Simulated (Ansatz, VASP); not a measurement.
## Two plane-wave programs on MoS2

Contents of INCAR:

```
  PREC = Accurate
  ENCUT = 520
  EDIFF = 1E-6
  ISMEAR = -1
  SIGMA = 0.05
  LREAL = False
  LASPH = True
  NELM = 80
  ALGO = Normal
  ISIF = 2
  LWAVE = False
  LCHARG = True
  LELF = True
  LVHAR = True
  NBANDS = 20
```

KPOINTS

```
Automatic mesh
0
Gamma
  10 10 2
```

Contents of POSCAR:

```
MoS2
1.0
    3.2465757816      0.0000000000      0.0000000000
   -1.6232878908      2.8116171022      0.0000000000
    0.0000000000      0.0000000000     17.6745803806
Mo S
1 2
Direct
    0.0000000000      0.0000000000      0.0000000000
    0.3333333333      0.6666666667      0.9105070200
    0.3333333333      0.6666666667      0.0894929800
```

File input.yaml:

```yaml
crystal:
  lattice:
    - [3.2465757816, 0.0, 0.0]
    - [-1.6232878908, 2.8116171022, 0.0]
    - [0.0, 0.0, 17.6745803806]
  atoms:
    - { symbol: Mo, position: [0.0, 0.0, 0.0] }
    - { symbol: S, position: [0.3333333333, 0.6666666667, 0.91050702] }
    - { symbol: S, position: [0.3333333333, 0.6666666667, 0.08949298] }
hamiltonian:
  xc: lda
  pseudopotentials: { kind: paw }
kpoints:
  mp_grid: { grid: [10, 10, 2] }
scf:
  occupations: { method: fermi_dirac, width: 0.05 }
output:
  forces: true
  stress: true
  eigenvalues: true
```

Alike in both runs: task single point; functional LDA; k mesh 10 × 10 × 2; occupations fermi-dirac, width 0.05 eV; no spin polarisation.

|  | VASP | Ansatz |
| --- | --- | --- |
| version | VASP 6.6.1 | Ansatz 0.2.0 |
| potentials or method | VASP PAW LDA potentials, release 64 (Mo_sv, S) | Ansatz PAW |
| plane-wave cutoff (eV) | 520 | 420 |
| valence electrons in the cell | 26 | 26 |

```csv
,VASP,Ansatz,Ansatz less VASP
gap on the k mesh at the Fermi level (eV),1.59,1.58,-0.010
least direct gap on the mesh (eV),1.78,1.77,-0.006
rms of the force components (eV/Å),0.583,0.592,+0.0086
```

LDA's correlation is that of Perdew and Zunger in VASP and of Perdew and Wang (1992) in Ansatz. Atom by atom the forces differ by 0.009 eV/Å (rms over components).
